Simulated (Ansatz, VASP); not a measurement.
# ScIn4 in VASP and in Ansatz

```
CELL_PARAMETERS angstrom
5.42578 0.00000 0.00000
0.00000 5.42578 0.00000
0.00000 0.00000 5.42578
ATOMIC_POSITIONS crystal
Sc 0.50000 0.50000 0.50000
In 0.80057 0.80057 0.80057
In 0.19943 0.19943 0.80057
In 0.19943 0.80057 0.19943
In 0.80057 0.19943 0.19943
```

Alike in both runs: functional PBE; k mesh 8 × 8 × 8; occupations gaussian, width 0.1 eV; no spin polarisation.

Ansatz relaxed the structure, and its values are those at the end. VASP's run is a single point on that final structure, the one shown.

```csv
,VASP,Ansatz
version,VASP 6.6.1,Ansatz 0.2.0
potentials or method,"VASP PAW PBE potentials, release 64 (Sc_sv, In_d), cutoff 520 eV","scalar-relativistic, plane waves, PAW"
valence electrons in the cell,63,63
```

|  | VASP | Ansatz | Ansatz less VASP |
| --- | --- | --- | --- |
| gap on the k mesh at the Fermi level (eV) | none | none | - |
| pressure (GPa) | 0.0 | 0.0 | 0.00 |
| rms of the force components (eV/Å) | 0.003 | 0.003 | +0.0006 |

A gap of «none» marks a metal or a gap that the smearing closes.
